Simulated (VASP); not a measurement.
Write the native input for VASP 6.6.1 that does the following.

- Task: single point
- Functional: PBE
- Potentials or basis: VASP PAW PBE potentials, release 64 (Hf_pv)
- Cutoff: 520 eV
- k mesh: 18 × 18 × 18
- Occupations: gaussian, width 0.05 eV
- Spin: no spin polarisation
- Dipole correction: no
- Further INCAR settings: ALGO = Fast; EDIFF = 1e-06; NBANDS = 11

The structure of Hf lies in POSCAR:

```
Hf
1.0
   -1.7734368630      1.7734368630      1.7734368630
    1.7734368630     -1.7734368630      1.7734368630
    1.7734368630      1.7734368630     -1.7734368630
Hf
1
Direct
    0.0000000000      0.0000000000      0.0000000000
```

One way to write it, as run:

INCAR

```
ALGO = Fast ; EDIFF = 1E-6
ENCUT = 520 ; GGA = PE
ISIF = 2 ; ISMEAR = 0
LASPH = T ; LCHARG = T
LELF = T ; LREAL = F
LVHAR = T ; LWAVE = F
NBANDS = 11 ; NELM = 100
PREC = Accurate ; SIGMA = 0.05
```

KPOINTS

```
k-points
0
Gamma
  18 18 18
```

Potentials or basis: VASP PAW PBE potentials, release 64 (Hf_pv).

Run with:

```sh
$ cat potpaw_PBE.64/Hf_pv/POTCAR > POTCAR
$ mpirun -np 1 vasp_std > vasp.out
```

It gave:

- Pressure: -0.4 GPa
- Band gap on the k mesh: zero (band 5 reaches 6.12 eV, above the bottom of band 6 at 3.87 eV)

Caveat: spin-orbit coupling is left out, which moves the levels of the heavy elements.

Wall time 14 s on 1 thread of Intel(R) Xeon(R) 6975P-C (Granite Rapids), on a shared host, peak memory 0.17 GiB.
